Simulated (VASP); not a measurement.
# Ru in VASP: notebook

Ru is run at these levels: PBEsol; tasks: single point.

All numbers are computed with VASP 6.6.1; they aren't measurements. Logs are shortened: lines on timing, memory, paths and dates and some standing lists are left out, and cuts for length are marked.

### 1 The cell of the first run

Symmetry: C2/c, No. 15, monoclinic system. Conventional cell: a = 2.689 Å, b = 4.658 Å, c = 4.254 Å, α = 90.00°, β = 91.72°, γ = 90.00°. Ru (site symmetry 2) has 12 Ru at 2.60 to 2.69 Å within 3.4 Å.

### 2 Single point, PBEsol (shear of c along a, cell held: +3.0 %, then relaxed in part)

Input file INCAR:

```
SYSTEM = Ru
ALGO     = Normal         ! electronic algorithm
EDIFF    = 1E-6           ! SCF threshold, eV
ENCUT    = 500            ! plane-wave cutoff, eV
GGA      = PS             ! functional
GGA_COMPAT= .False.      
ISIF     = 2              ! what is computed and relaxed
ISMEAR   = 0              ! smearing method
LASPH    = .True.         ! aspherical terms in the spheres
LCHARG   = .False.        ! write CHGCAR
LREAL    = .False.        ! projectors in reciprocal space
LWAVE    = .False.        ! write WAVECAR
NBANDS   = 21             ! bands
NELM     = 120            ! most SCF steps
PREC     = Accurate       ! precision mode
SIGMA    = 0.1            ! smearing width, eV
```

Input file KPOINTS:

```
k-points
0
Gamma
  24 24 12
  0 0 0
```

Input file POSCAR:

```
Ru
1.0
    2.6894812021      0.0000000000      0.0000000000
   -1.3447406010      2.3291590440      0.0000000000
    0.1275582915      0.0000000000      4.2519430510
Ru
2
Direct
    0.3335432105      0.6670864211      0.2500000000
    0.6664567894      0.3329135789      0.7500000000
```

Potentials or basis: VASP PAW PBE potentials, release 64 (Ru_pv).

The run is started by

```sh
$ cat potpaw_PBE.64/Ru_pv/POTCAR > POTCAR
$ mpirun -np 1 vasp_std > vasp.out
```

OUTCAR:

```text
SYSTEM = Ru
   EDIFF = 1E-6
   ENCUT = 500
   GGA = PS
   ISIF = 2
   ISMEAR = 0
   LASPH = .True.
   LREAL = .False.
   NELM = 120
   PREC = Accurate

 ion  position               nearest neighbor table
   1  0.334  0.667  0.250-   2 2.60   2 2.60   2 2.63   2 2.63   2 2.67   2 2.67
   2  0.666  0.333  0.750-   1 2.60   1 2.60   1 2.63   1 2.63   1 2.67   1 2.67

  LATTYP: Found a base centered monoclinic cell.
 ALAT       =     2.6894812021
 B/A-ratio  =     1.7320508076
 C/A-ratio  =     1.5816641484
 COS(beta)  =    -0.0299865091

  Lattice vectors:

 A1 = (  -1.3447406010,   2.3291590440,   0.0000000000)
 A2 = (  -1.3447406011,  -2.3291590440,   0.0000000000)
 A3 = (   0.1275582915,   0.0000000000,   4.2519430510)

Analysis of symmetry for initial positions (statically):
=====================================================================
 Subroutine PRICEL returns:
 Original cell was already a primitive cell.

 Routine SETGRP: Setting up the symmetry group for a
 base centered monoclinic supercell.

 Subroutine GETGRP returns: Found  4 space group operations
 (whereof  2 operations were pure point group operations)
 out of a pool of  4 trial point group operations.

The static configuration has the point symmetry S_2 .
 The point group associated with its full space group is C_2h.

Analysis of symmetry for dynamics (positions and initial velocities):
=====================================================================
 Subroutine PRICEL returns:
 Original cell was already a primitive cell.

 Routine SETGRP: Setting up the symmetry group for a
 base centered monoclinic supercell.

 Subroutine GETGRP returns: Found  4 space group operations
 (whereof  2 operations were pure point group operations)
 out of a pool of  4 trial point group operations.

The dynamic configuration has the point symmetry S_2 .
 The point group associated with its full space group is C_2h.

 Subroutine INISYM returns: Found  4 space group operations
 (whereof  2 operations are pure point group operations),
 and found     1 'primitive' translations

----------------------------------------------------------------------------------------

                                     Primitive cell

  volume of cell :      26.6351

  direct lattice vectors                    reciprocal lattice vectors
     2.689481202  0.000000000  0.000000000     0.371818922  0.214669754 -0.011154568
    -1.344740601  2.329159044  0.000000000     0.000000000  0.429339509  0.000000000
     0.127558292  0.000000000  4.251943051     0.000000000  0.000000000  0.235186593

  length of vectors
     2.689481202  2.689481202  4.253855995     0.429484386  0.429339509  0.235186593

  position of ions in fractional coordinates (direct lattice)
     0.333543210  0.667086421  0.250000000
     0.666456789  0.332913579  0.750000000

  ion indices of the primitive-cell ions
   primitive index   ion index
                 1           1
                 2           2

----------------------------------------------------------------------------------------

 KPOINTS: k-points

Automatic generation of k-mesh.
 Grid dimensions read from file:
 generate k-points for:   24   24   12

 Generating k-lattice:

  Cartesian coordinates                     Fractional coordinates (reciprocal lattice)
     0.015492455  0.008944573 -0.000464774     0.041666667  0.000000000 -0.000000000
     0.000000000  0.017889146  0.000000000     0.000000000  0.041666667  0.000000000
     0.000000000  0.000000000  0.019598883     0.000000000  0.000000000  0.083333333

  Length of vectors
     0.017895183  0.017889146  0.019598883

  Shift w.r.t. Gamma in fractional coordinates (k-lattice)
     0.000000000  0.000000000  0.000000000

 Subroutine IBZKPT returns following result:
 ===========================================

 Found   1814 irreducible k-points:

 Following reciprocal coordinates:
            Coordinates               Weight
  0.000000  0.000000  0.000000      1.000000
  0.041667  0.000000 -0.000000      4.000000
  0.083333  0.000000  0.000000      4.000000
  0.125000 -0.000000  0.000000      4.000000
  0.166667  0.000000  0.000000      4.000000
  0.208333  0.000000 -0.000000      4.000000
[... 16 lines left out ...]
  0.375000  0.041667  0.000000      4.000000
  0.416667  0.041667 -0.000000      4.000000
 [... further k-points ...]
   k-points           NKPTS =   1814   k-points in BZ     NKDIM =   1814   number of bands    NBANDS=     21
   number of dos      NEDOS =    301   number of ions     NIONS =      2
   total plane-waves  NPLWV =  12800
   dimension x,y,z NGX =    20 NGY =   20 NGZ =   32
   dimension x,y,z NGXF=    40 NGYF=   40 NGZF=   64
   ions per type =               2
   NGX,Y,Z   is equivalent  to a cutoff of  12.36, 12.36, 12.51 a.u.
   NGXF,Y,Z  is equivalent  to a cutoff of  24.73, 24.73, 25.01 a.u.
 SYSTEM =  Ru
   PREC   = accura    normal or accurate (medium, high low for compatibility)
   ISTART =      0    job   : 0-new  1-cont  2-samecut
   ICHARG =      2    charge: 1-file 2-atom 10-const
   ISPIN  =      1    spin polarized calculation?
   LNONCOLLINEAR =      F non collinear calculations
   LSORBIT =      F    spin-orbit coupling
   LASPH  =      T    aspherical Exc in radial PAW
   ENCUT  =  500.0 eV  36.75 Ry    6.06 a.u.   4.90  4.90  7.76*2*pi/ulx,y,z
   NELM   =    120;   NELMIN=  2; NELMDL= -5     # of ELM steps
   EDIFF  = 0.1E-05   stopping-criterion for ELM
   LREAL  =      F    real-space projection
   EDIFFG = 0.1E-04   stopping-criterion for IOM
   NSW    =      0    number of steps for IOM
   IBRION =     -1    ionic relax: 0-MD 1-quasi-New 2-CG
   NFREE  =      0    steps in history (QN), initial steepest desc. (CG)
   ISIF   =      2    stress and relaxation
   ISYM   =      2    0-nonsym 1-usesym 2-fastsym
   POTIM  = 0.5000    time-step for ionic-motion
   TEBEG  =    0.0;   TEEND  =   0.0 temperature during run
   PSTRESS=    0.0 pullay stress
   NELECT =      28.0000    total number of electrons
   NUPDOWN=      -1.0000    fix difference up-down
   EMIN   =  10.00;   EMAX   =-10.00  energy-range for DOS
   EFERMI =   0.00;   METHOD = LEGACY
   ISMEAR =     0;   SIGMA  =   0.10  broadening in eV -4-tet -1-fermi 0-gaus
   EFERMI_NEDOS =   21; number of points for ismear=-14 and -15
   IALGO  =     38    algorithm
   IMIX   =      4    mixing-type and parameters
     AMIX     =   0.40;   BMIX     =  1.00
     AMIX_MAG =   1.60;   BMIX_MAG =  1.00
  volume/ion in A,a.u.               =      13.32        89.87
  Fermi-wavevector in a.u.,A,eV,Ry     =   1.664597  3.145632 37.700160  2.770884
  Thomas-Fermi vector in A             =   2.751113
   LORBIT       =      0    0 simple, 1 ext, 2 COOP (PROOUT), +10 PAW based schemes
   GGA     = PS    functional components
   LHFCALC =     F    Hartree Fock is set to
   AEXX    =    0.0000 exact exchange contribution
   IVDW    =     0    specifies the selected vdW correction
   LEPSILON=     F    determine dielectric tensor
   LRPA    =     F    only Hartree local field effects (RPA)
 non-spin polarized calculation
 Gauss-broadening in eV      SIGMA  =   0.10
  energy-cutoff  :      500.00
  volume of cell :       26.64
 maximum number of plane-waves:       697
   NGX =  9   NGY =  9   NGZ = 15

 number of electron      28.0000001 magnetization

 Free energy of the ion-electron system (eV)
  ---------------------------------------------------
  ext. energy  EPLUGINS =         0.00000000
  ---------------------------------------------------
  free energy    TOTEN  =       -20.32924279 eV

  energy without entropy =      -20.32018756  energy(sigma->0) =      -20.32471518

 E-fermi :  13.0720     XC(G=0): -14.4005

 val. band max:       13.0716565616   @ k =   0.2917   0.0833   0.0000
 cond. band min:      13.0723958851   @ k =   0.4583   0.1250   0.4167
 fundamental gap:      0.0007393236
 Fermi energy:        13.0719725115

 k-point     1 :       0.0000    0.0000    0.0000
  band No.  band energies     occupation
      1     -30.6294      2.00000
      2     -29.6258      2.00000
      3     -29.6239      2.00000
      4     -29.4535      2.00000
      5     -29.4429      2.00000
      6     -29.3868      2.00000
[... 13 lines left out ...]
     20      23.3082      0.00000
     21      23.6267      0.00000

 k-point     2 :       0.0417    0.0000   -0.0000
  band No.  band energies     occupation
      1     -30.6230      2.00000
      2     -29.6381      2.00000
      3     -29.6299      2.00000
      4     -29.4651      2.00000
      5     -29.4464      2.00000
      6     -29.3907      2.00000
[... 13 lines left out ...]
     20      23.3082      0.00000
     21      23.6181      0.00000

 k-point     3 :       0.0833    0.0000    0.0000
  band No.  band energies     occupation
      1     -30.6040      2.00000
      2     -29.6782      2.00000
      3     -29.6434      2.00000
      4     -29.5040      2.00000
      5     -29.4531      2.00000
      6     -29.4012      2.00000
[... 13 lines left out ...]
     20      23.3081      0.00000
     21      23.5911      0.00000

 k-point     4 :       0.1250   -0.0000    0.0000
  band No.  band energies     occupation
      1     -30.5731      2.00000
      2     -29.7420      2.00000
      3     -29.6645      2.00000
      4     -29.5680      2.00000
      5     -29.4629      2.00000
      6     -29.4168      2.00000
[... 13 lines left out ...]
     20      23.3081      0.00000
     21      23.5445      0.00000

 k-point     5 :       0.1667    0.0000    0.0000
  band No.  band energies     occupation
      1     -30.5314      2.00000
      2     -29.8251      2.00000
      3     -29.6913      2.00000
      4     -29.6512      2.00000
      5     -29.4765      2.00000
      6     -29.4372      2.00000
[... 13 lines left out ...]
     20      23.3081      0.00000
     21      23.4830      0.00000
[... 382 lines left out ...]
     20      23.3072      0.00000
     21      23.3401      0.00000

 k-point    22 :       0.3333    0.0417    0.0000
  band No.  band energies     occupation
      1     -30.2767      2.00000
      2     -30.2467      2.00000
      3     -30.0779      2.00000
      4     -29.8310      2.00000
      5     -29.6107      2.00000
      6     -29.5468      2.00000
[... 13 lines left out ...]
     20      23.3018      0.00000
     21      23.3121      0.00000

 k-point    23 :       0.3750    0.0417    0.0000
  band No.  band energies     occupation
      1     -30.3415      2.00000
      2     -30.1972      2.00000
      3     -30.1385      2.00000
      4     -29.8543      2.00000
      5     -29.6526      2.00000
      6     -29.5610      2.00000
[... 13 lines left out ...]
     20      23.3072      0.00000
     21      23.7168      0.00000

 k-point    24 :       0.4167    0.0417   -0.0000
  band No.  band energies     occupation
      1     -30.3924      2.00000
      2     -30.1957      2.00000
      3     -30.1350      2.00000
      4     -29.8703      2.00000
      5     -29.6899      2.00000
      6     -29.5709      2.00000
[... 13 lines left out ...]
     20      23.3063      0.00000
     21      23.9518      0.00000

 [... further k-points ...]

------------------------ aborting loop because EDIFF is reached ----------------------------------------

  FORCE on cell =-STRESS in cart. coord.  units (eV):
  Direction    XX          YY          ZZ          XY          YZ          ZX
  --------------------------------------------------------------------------------------
  -------------------------------------------------------------------------------------
  Total        0.0757296      0.0826946     -0.0239643      0.0000000      0.0000000     -1.0301585
  in kB        4.5553426      4.9743081     -1.4415185      0.0000000      0.0000000    -61.9668636
  external PRESSURE =       2.6960441 kB  Pullay stress =       0.0000000 kB

 VOLUME and BASIS-vectors are now :
 -----------------------------------------------------------------------------
  energy-cutoff  :      500.00
  volume of cell :       26.64
      direct lattice vectors                 reciprocal lattice vectors
     2.689481202  0.000000000  0.000000000     0.371818922  0.214669754 -0.011154568
    -1.344740601  2.329159044  0.000000000     0.000000000  0.429339509  0.000000000
     0.127558292  0.000000000  4.251943051     0.000000000  0.000000000  0.235186593

 POSITION                                       TOTAL-FORCE (eV/Angst)
 -----------------------------------------------------------------------------------
      0.03189      1.55375      1.06299         0.000000      0.006125      0.000000
      1.44041      0.77541      3.18896        -0.000000     -0.006125      0.000000
 -----------------------------------------------------------------------------------
    total drift:                                0.000000      0.000000      0.000000

  FREE ENERGIE OF THE ION-ELECTRON SYSTEM (eV)
  ---------------------------------------------------
  free  energy   TOTEN  =       -20.3292427894 eV

  energy  without entropy=      -20.3201875649  energy(sigma->0) =      -20.32471518
```

Wall time 4.4 min (1 thread of Intel Xeon 6975P-C (Granite Rapids), shared host); peak memory 0.76 GiB.

Results:

```
Free energy            : -20.3292 eV
Pressure               : 0.3 GPa
Largest force          : 0.006 eV/Å
Band gap on the k mesh : zero (bands 14 and 15 overlap by 3.26 eV)
```

Forces on the atoms (eV/Å):
```
Ru   0.000  0.006  0.000
Ru   0.000 -0.006  0.000
```

Stress tensor (GPa, compression positive):
```
 0.46  0.00 -6.20
 0.00  0.50  0.00
-6.20  0.00 -0.14
```

Caveat: the cell differs from its parent crystal (shear of c along a, cell held: +3.0 %, then relaxed in part); the PAW data sets were made with another functional, which shifts forces and pressure a little.

### 3 Single point, PBEsol (strain along c alone, the other axes held: -3.0 %)

Input file INCAR:

```
SYSTEM = Ru
PREC     = Accurate       ! precision mode
ENCUT    = 520            ! plane-wave cutoff, eV
EDIFF    = 1E-6           ! SCF threshold, eV
ISMEAR   = 0              ! smearing method
SIGMA    = 0.1            ! smearing width, eV
LREAL    = .FALSE.        ! projectors in reciprocal space
LASPH    = .TRUE.         ! aspherical terms in the spheres
NELM     = 80             ! most SCF steps
ALGO     = Fast           ! electronic algorithm
ISIF     = 2              ! what is computed and relaxed
LWAVE    = .FALSE.        ! write WAVECAR
LCHARG   = .FALSE.        ! write CHGCAR
GGA      = PS             ! functional
NBANDS   = 21             ! bands
```

Input file KPOINTS:

```
regular mesh
0
G
  24 24 12
  0 0 0
```

Input file POSCAR:

```
Ru
1.0
    2.6894812013      0.0000000000      0.0000000000
   -1.3447406006      2.3291590433      0.0000000000
    0.0000000000      0.0000000000      4.1243847571
Ru
2
Direct
    0.3333333333      0.6666666667      0.2500000000
    0.6666666667      0.3333333333      0.7500000000
```

Potentials or basis: VASP PAW PBE potentials, release 64 (Ru_pv).

The run is started by

```sh
$ cat potpaw_PBE.64/Ru_pv/POTCAR > POTCAR
$ mpirun -np 1 vasp_std > vasp.out
```

It took 2.6 min on 1 thread of Intel Xeon Platinum 8259CL at 2.50GHz (Skylake/Cascade Lake), shared host; peak memory 0.28 GiB.

It converged, with:

```yaml
Free_energy: -20.2912 eV
Pressure: 12.3 GPa
Band_gap_on_the_k_mesh: zero (bands 14 and 15 overlap by 3.48 eV)
```

Stress tensor (GPa, compression positive):
```
 7.02  0.00  0.00
 0.00  7.02  0.00
 0.00  0.00 22.90
```

Levels at points of the mesh, in eV from the Fermi level:
| k point | band 10 | band 11 | band 12 | band 13 | band 14 | band 15 | band 16 | band 17 | band 18 | band 19 |
| --- | --- | --- | --- | --- | --- | --- | --- | --- | --- | --- |
| (0.00, 0.00, 0.00) | -2.88 | -2.33 | -2.05 | -2.05 | -1.78 | -1.78 | 1.25 | 1.25 | 1.67 | 10.18 |
| (0.50, 0.00, 0.00) | -3.52 | -2.05 | -2.04 | -1.47 | 1.33 | 1.86 | 2.22 | 4.23 | 6.34 | 11.47 |
| (0.00, 0.00, 0.50) | -3.14 | -3.14 | -3.14 | -2.74 | -2.74 | 0.61 | 0.61 | 0.61 | 0.61 | 10.20 |
| (0.50, 0.00, 0.50) | -4.80 | -1.30 | -1.30 | 0.42 | 0.42 | 1.66 | 1.66 | 3.51 | 3.51 | 10.18 |

Caveat: the cell differs from its parent crystal (strain along c alone, the other axes held: -3.0 %); the cell stands under pressure; the PAW data sets were made with another functional, which shifts forces and pressure a little.

### 4 Single point, PBEsol (strain along c alone, the other axes held: -2.0 %)

Input file INCAR:

```
SYSTEM = Ru
ALGO = Fast ; EDIFF = 1E-6
ENCUT = 520 ; GGA = PS
ISIF = 2 ; ISMEAR = 0
LASPH = .TRUE. ; LCHARG = .FALSE.
LREAL = .FALSE. ; LWAVE = .FALSE.
NBANDS = 21 ; NELM = 100
PREC = Accurate ; SIGMA = 0.1
```

Input file KPOINTS:

```
k-points
0
G
  24 24 12
  0 0 0
```

POSCAR: that of step 3 with these lines changed.

```diff
@@ -4,3 +4,3 @@
    -1.3447406006      2.3291590433      0.0000000000
-    0.0000000000      0.0000000000      4.1243847571
+    0.0000000000      0.0000000000      4.1669041876
 Ru
```

Potentials or basis: VASP PAW PBE potentials, release 64 (Ru_pv).

The run is started by

```sh
$ cat potpaw_PBE.64/Ru_pv/POTCAR > POTCAR
$ mpirun -np 1 vasp_std > vasp.out
```

OUTCAR:

```text
SYSTEM = Ru
   EDIFF = 1E-6
   ENCUT = 520
   GGA = PS
   ISIF = 2
   ISMEAR = 0
   LASPH = .TRUE.
   LREAL = .FALSE.
   NELM = 100
   PREC = Accurate

 ion  position               nearest neighbor table
   1  0.333  0.667  0.250-   2 2.60   2 2.60   2 2.60   2 2.60   2 2.60   2 2.60
   2  0.667  0.333  0.750-   1 2.60   1 2.60   1 2.60   1 2.60   1 2.60   1 2.60

  LATTYP: Found a hexagonal cell.
 ALAT       =     2.6894812013
 C/A-ratio  =     1.5493338216

  Lattice vectors:
[... 767 lines left out ...]

------------------------ aborting loop because EDIFF is reached ----------------------------------------

  FORCE on cell =-STRESS in cart. coord.  units (eV):
  Direction    XX          YY          ZZ          XY          YZ          ZX
  --------------------------------------------------------------------------------------
  -------------------------------------------------------------------------------------
  Total        0.7504837      0.7504837      2.3526224      0.0000000      0.0000000     -0.0000000
  in kB       46.0649551     46.0649551    144.4048012      0.0000000      0.0000000     -0.0000000
  external PRESSURE =      78.8449038 kB  Pullay stress =       0.0000000 kB

 VOLUME and BASIS-vectors are now :
 -----------------------------------------------------------------------------
  energy-cutoff  :      520.00
  volume of cell :       26.10
      direct lattice vectors                 reciprocal lattice vectors
     2.689481201  0.000000000  0.000000000     0.371818922  0.214669754  0.000000000
    -1.344740601  2.329159043  0.000000000     0.000000000  0.429339509  0.000000000
     0.000000000  0.000000000  4.166904188     0.000000000  0.000000000  0.239986320

 POSITION                                       TOTAL-FORCE (eV/Angst)
 -----------------------------------------------------------------------------------
     -0.00000      1.55277      1.04173         0.000000     -0.000000      0.000000
      1.34474      0.77639      3.12518        -0.000000      0.000000      0.000000
 -----------------------------------------------------------------------------------
    total drift:                               -0.000000      0.000000     -0.000000

  FREE ENERGIE OF THE ION-ELECTRON SYSTEM (eV)
  ---------------------------------------------------
  free  energy   TOTEN  =       -20.3222859134 eV

  energy  without entropy=      -20.3142261217  energy(sigma->0) =      -20.31825602
```

It took 2.5 min on 1 thread of Intel Xeon Platinum 8259CL at 2.50GHz (Skylake/Cascade Lake), shared host; peak memory 0.28 GiB.

What came out:

- Free energy: -20.3223 eV
- Pressure: 7.9 GPa
- Band gap on the k mesh: zero (bands 14 and 15 overlap by 3.44 eV)

Stress tensor (GPa, compression positive):
```
 4.61  0.00  0.00
 0.00  4.61  0.00
 0.00  0.00 14.44
```

Caveat: the cell differs from its parent crystal (strain along c alone, the other axes held: -2.0 %); the cell stands under pressure; the PAW data sets were made with another functional, which shifts forces and pressure a little.

[end of part 1 of 2]
